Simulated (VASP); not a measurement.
# CoSi2 (Fm-3m) in VASP: notebook

Runs on CoSi2. Level: PBEsol. Tasks: single point.

Program: VASP 6.6.1. These are calculated values, not measurements. Logs are shortened: lines on timing, memory, paths and dates and some standing lists are left out, and cuts for length are marked.

## Step 1: The cell of the first run

It takes space group Fm-3m (No. 225, cubic). Conventional cell: a = 5.450 Å, b = 5.450 Å, c = 5.450 Å, α = 90.00°, β = 90.00°, γ = 90.00°. Within 3.1 Å of Co (site symmetry m-3m) lie 8 Si at 2.36 Å. Si (site symmetry -43m) has 4 Co at 2.36 Å and 6 Si at 2.72 Å within 3.1 Å.

## Step 2: Single point, PBEsol, collinear spin, ferromagnetic start

INCAR

```
PREC = Accurate
ENCUT = 520
EDIFF = 1E-7
ISMEAR = -1
SIGMA = 0.1
LREAL = False
LASPH = True
NELM = 150
ALGO = Normal
ISIF = 2
LWAVE = False
LCHARG = False
ISPIN = 2
MAGMOM = 2.5 0 0
LORBIT = 11
LMAXMIX = 4
GGA = PS
NBANDS = 20
```

KPOINTS

```
regular mesh
0
Gamma
  9 9 9
```

POSCAR

```
CoSi2
1.0
    0.0000000000      2.7247867284      2.7247867284
    2.7247867284      0.0000000000      2.7247867284
    2.7247867284      2.7247867284      0.0000000000
Co Si
1 2
Direct
    0.0000000000      0.0000000000      0.0000000000
    0.2500000000      0.2500000000      0.2500000000
    0.7500000000      0.7500000000      0.7500000000
```

Potentials or basis: VASP PAW PBE potentials, release 64 (Co, Si).

Started as:

```console
$ cat potpaw_PBE.64/Co/POTCAR potpaw_PBE.64/Si/POTCAR > POTCAR
$ mpirun -np 1 vasp_std > vasp.out
```

OUTCAR:

```text
PREC = Accurate
   ENCUT = 520
   EDIFF = 1E-7
   ISMEAR = -1
   LREAL = False
   LASPH = True
   NELM = 150
   ISIF = 2
   ISPIN = 2
   LORBIT = 11
   GGA = PS

 ion  position               nearest neighbor table
   1  0.000  0.000  0.000-   3 2.36   3 2.36   3 2.36   2 2.36   3 2.36   2 2.36   2 2.36   2 2.36

   2  0.250  0.250  0.250-   1 2.36   1 2.36   1 2.36   1 2.36   3 2.72   3 2.72   3 2.72   3 2.72
                             3 2.72   3 2.72
   3  0.750  0.750  0.750-   1 2.36   1 2.36   1 2.36   1 2.36   2 2.72   2 2.72   2 2.72   2 2.72
                             2 2.72   2 2.72

  LATTYP: Found a face centered cubic cell.
 ALAT       =     5.4495734568

  Lattice vectors:

 A1 = (   0.0000000000,   2.7247867284,   2.7247867284)
 A2 = (   2.7247867284,   0.0000000000,   2.7247867284)
 A3 = (   2.7247867284,   2.7247867284,   0.0000000000)

Analysis of symmetry for initial positions (statically):
=====================================================================
 Subroutine PRICEL returns:
 Original cell was already a primitive cell.

 Routine SETGRP: Setting up the symmetry group for a
 face centered cubic supercell.

 Subroutine GETGRP returns: Found 48 space group operations
 (whereof 48 operations were pure point group operations)
 out of a pool of 48 trial point group operations.

The static configuration has the point symmetry O_h .

Analysis of symmetry for dynamics (positions and initial velocities):
=====================================================================
 Subroutine PRICEL returns:
 Original cell was already a primitive cell.

 Routine SETGRP: Setting up the symmetry group for a
 face centered cubic supercell.

 Subroutine GETGRP returns: Found 48 space group operations
 (whereof 48 operations were pure point group operations)
 out of a pool of 48 trial point group operations.

The dynamic configuration has the point symmetry O_h .

Analysis of structural, dynamic, and magnetic symmetry:
=====================================================================
 Subroutine PRICEL returns:
 Original cell was already a primitive cell.

 Routine SETGRP: Setting up the symmetry group for a
 face centered cubic supercell.

 Subroutine GETGRP returns: Found 48 space group operations
 (whereof 48 operations were pure point group operations)
 out of a pool of 48 trial point group operations.

The overall configuration has the point symmetry O_h .

 Subroutine INISYM returns: Found 48 space group operations
 (whereof 48 operations are pure point group operations),
 and found     1 'primitive' translations

[... 117 lines left out ...]
  volume/ion in A,a.u.               =      13.49        91.01
  Fermi-wavevector in a.u.,A,eV,Ry     =   1.226164  2.317114 20.456068  1.503479
  Thomas-Fermi vector in A             =   2.361175
   LORBIT       =     11    0 simple, 1 ext, 2 COOP (PROOUT), +10 PAW based schemes
   GGA     = PS    functional components
   LHFCALC =     F    Hartree Fock is set to
   AEXX    =    0.0000 exact exchange contribution
   IVDW    =     0    specifies the selected vdW correction
   LEPSILON=     F    determine dielectric tensor
   LRPA    =     F    only Hartree local field effects (RPA)
 spin polarized calculation
  energy-cutoff  :      520.00
  volume of cell :       40.46
 maximum number of plane-waves:      1113
 NGX is ok and might be reduce to    30
   NGX = 15   NGY = 15   NGZ = 15

 number of electron      17.0000000 magnetization       0.0000077

 number of electron      17.0000000 magnetization      -0.0002765

 Free energy of the ion-electron system (eV)
  ---------------------------------------------------
  ext. energy  EPLUGINS =         0.00000000
  ---------------------------------------------------
  free energy    TOTEN  =       -20.87515289 eV

  energy without entropy =      -20.83558564  energy(sigma->0) =      -20.85536926

 E-fermi :   9.3136     XC(G=0): -11.6198

 val. band max:        9.2472576510   @ k =  -0.2222   0.1111   0.0000
 cond. band min:       9.3194891526   @ k =   0.3333   0.1111   0.0000
 fundamental gap:      0.0722315016
 Fermi energy:         9.3135733521

 spin component 1

 k-point     1 :       0.0000    0.0000    0.0000
  band No.  band energies     occupation
      1      -3.4104      1.00000
      2       5.4587      1.00000
      3       5.4587      1.00000
      4       5.4587      1.00000
      5       7.5729      1.00000
      6       7.5729      1.00000
[... 541 lines left out ...]
     19      23.9696      0.00000
     20      23.9696      0.00000

 [... further k-points ...]

 spin component 2

 k-point     1 :       0.0000    0.0000    0.0000
  band No.  band energies     occupation
      1      -3.4103      1.00000
      2       5.4588      1.00000
      3       5.4588      1.00000
      4       5.4588      1.00000
      5       7.5728      1.00000
      6       7.5728      1.00000
[... 541 lines left out ...]
     19      23.9697      0.00000
     20      23.9697      0.00000

 [... further k-points ...]
[... 5 lines left out ...]
  --------------------------------------------------------------------------------------
  -------------------------------------------------------------------------------------
  Total       -3.1018458     -3.1018458     -3.1018458      0.0000000      0.0000000      0.0000000
  in kB     -122.8296596   -122.8296596   -122.8296596      0.0000000      0.0000000      0.0000000
  external PRESSURE =    -122.8296596 kB  Pullay stress =       0.0000000 kB

 VOLUME and BASIS-vectors are now :
 -----------------------------------------------------------------------------
  energy-cutoff  :      520.00
  volume of cell :       40.46
      direct lattice vectors                 reciprocal lattice vectors
     0.000000000  2.724786728  2.724786728    -0.183500600  0.183500600  0.183500600
     2.724786728  0.000000000  2.724786728     0.183500600 -0.183500600  0.183500600
     2.724786728  2.724786728  0.000000000     0.183500600  0.183500600 -0.183500600

 POSITION                                       TOTAL-FORCE (eV/Angst)
 -----------------------------------------------------------------------------------
      0.00000      0.00000      0.00000         0.000000      0.000000     -0.000000
      1.36239      1.36239      1.36239        -0.000000     -0.000000     -0.000000
      4.08718      4.08718      4.08718         0.000000      0.000000      0.000000
 -----------------------------------------------------------------------------------
    total drift:                                0.000000     -0.000000     -0.000000

  FREE ENERGIE OF THE ION-ELECTRON SYSTEM (eV)
  ---------------------------------------------------
  free  energy   TOTEN  =       -20.8751528866 eV

  energy  without entropy=      -20.8355856401  energy(sigma->0) =      -20.85536926

 total charge

# of ion       s       p       d       tot
------------------------------------------
    1        0.516   0.662   7.550   8.728
    2        0.720   0.837   0.000   1.557
    3        0.720   0.837   0.000   1.557
--------------------------------------------------
tot          1.956   2.336   7.550  11.842

 magnetization (x)

# of ion       s       p       d       tot
------------------------------------------
    1       -0.000  -0.000  -0.000  -0.000
    2        0.000   0.000   0.000   0.000
    3        0.000   0.000   0.000   0.000
--------------------------------------------------
tot          0.000   0.000  -0.000  -0.000
```

stdout:

```text
POSCAR found type information on POSCAR CoSi
 POSCAR found :  2 types and       3 ions
 scaLAPACK will be used
 -----------------------------------------------------------------------------
|                                                                             |
|                                                                             |
|     You enforced a specific xc type in the INCAR file but a different       |
|     I HOPE YOU KNOW WHAT YOU ARE DOING!                                     |
|                                                                             |
 -----------------------------------------------------------------------------

 LDA part: xc-table for (Slater+PW92), standard interpolation
 POSCAR, INCAR and KPOINTS ok, starting setup
 FFT: planning ... GRIDC
 FFT: planning ... GRID_SOFT
 FFT: planning ... GRID
 WAVECAR not read
 entering main loop
```

Run time: 60 s. Hardware: 1 thread of AMD EPYC 9R45 (Zen 5), shared host; peak memory 0.18 GiB.

Results:

```yaml
Free_energy: -20.8752 eV
Pressure: -12.3 GPa
Net_moment: 0.00 μB per cell
Valence_electrons_inside_the_program's_atomic_spheres: Co 8.73; Si 1.56
```

Caveat: the starting moments collapsed, and a magnetic state may lie lower; the PAW data sets were made with another functional, which shifts forces and pressure a little.

(Continued in part 2 of 2.)
